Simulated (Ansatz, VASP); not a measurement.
## Al: VASP beside Ansatz

```
CELL_PARAMETERS angstrom
0.00000 2.02124 2.02124
2.02124 0.00000 2.02124
2.02124 2.02124 0.00000
ATOMIC_POSITIONS crystal
Al 0.00000 0.00000 0.00000
```

Alike in both runs: functional PBE; k mesh 16 × 16 × 16; occupations gaussian, width 0.4 eV; no spin polarisation.

Ansatz relaxed the structure, and its values are those at the end. VASP's run is a single point on that final structure, the one shown.

|  | VASP | Ansatz |
| --- | --- | --- |
| version | VASP 6.6.1 | Ansatz 0.2.0 |
| potentials or method | VASP PAW PBE potentials, release 64 (Al) | scalar-relativistic, plane waves, PAW |
| plane-wave cutoff (eV) | 520 | 420 |
| valence electrons in the cell | 3 | 3 |

|  | VASP | Ansatz | Ansatz less VASP |
| --- | --- | --- | --- |
| gap on the k mesh at the Fermi level (eV) | none | none | - |
| pressure (GPa) | 0.0 | 0.0 | +0.04 |

A gap of «none» marks a metal or a gap that the smearing closes. With one functional, cell and mesh, what is left measures potentials, basis and numerics.
